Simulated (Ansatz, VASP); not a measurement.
CdO in VASP and in Ansatz

POSCAR

```
CdO
1.0
    0.0000000000      2.3530040397      2.3530040397
    2.3530040397      0.0000000000      2.3530040397
    2.3530040397      2.3530040397      0.0000000000
Cd O
1 1
Direct
    0.0000000000      0.0000000000      0.0000000000
    0.5000000000      0.5000000000      0.5000000000
```

The input INCAR.step1:

```
SYSTEM = CdO
PREC = Accurate
ENCUT = 660
ISMEAR = -1
SIGMA = 0.02
LREAL = .False.
LASPH = .True.
NELM = 120
NBANDS = 16
GGA = PE
ALGO = Normal
EDIFF = 1E-5
LWAVE = .True.
LCHARG = .False.
GGA_COMPAT = .False.
```

INCAR.step2

```
SYSTEM = CdO
PREC = Accurate
ENCUT = 660
EDIFF = 1E-6
ISMEAR = -1
SIGMA = 0.02
LREAL = .False.
LASPH = .True.
NELM = 120
ALGO = Normal
ISIF = 2
LWAVE = .False.
LCHARG = .False.
METAGGA = R2SCAN
LMIXTAU = .True.
NBANDS = 16
ISTART = 1
GGA_COMPAT = .False.
```

The input KPOINTS:

```
Automatic mesh
0
Gamma
  10 10 10
  0 0 0
```

Input for Ansatz:

```yaml
crystal:
  lattice:
    - [0.0, 2.3530040397, 2.3530040397]
    - [2.3530040397, 0.0, 2.3530040397]
    - [2.3530040397, 2.3530040397, 0.0]
  atoms:
    - { symbol: Cd, position: [0.0, 0.0, 0.0] }
    - { symbol: O, position: [0.5, 0.5, 0.5] }
kpoints:
  mp_grid: { grid: [10, 10, 10] }
  band_path:
    path:
      - [0.0, 0.0, 0.0]
      - [0.5, 0.0, 0.5]
      - [0.625, 0.25, 0.625]
      - [0.375, 0.375, 0.75]
      - [0.5, 0.5, 0.5]
      - [0.5, 0.25, 0.75]
    npoints: 1
hamiltonian:
  xc: r2scan
scf:
  occupations: { method: fermi_dirac, width: 0.02 }
  n_extra_bands: 4
output:
  forces: true
  stress: true
  eigenvalues: true
```

Alike in both runs: task single point; functional r2SCAN; k mesh 10 × 10 × 10; occupations fermi-dirac, width 0.02 eV; no spin polarisation.

|  | VASP | Ansatz |
| --- | --- | --- |
| version | VASP 6.6.1 | Ansatz 0.2.0 |
| potentials or method | VASP PAW PBE potentials, release 64 (Cd, O) | plane waves, PAW |
| plane-wave cutoff (eV) | 660 | 500 |
| valence electrons in the cell | 18 | 26 |

VASP gave:

| Item | Value |
| --- | --- |
| pressure (GPa) | 1.5 |

Problem. What did Ansatz give for the same quantities?

Solution. Pressure (GPa): 0.0.

VASP's potentials were made for PBE, not for r2SCAN. VASP's potentials hold 18 valence electrons a cell and Ansatz's 26, so a difference there can come from the potentials and not from the codes.
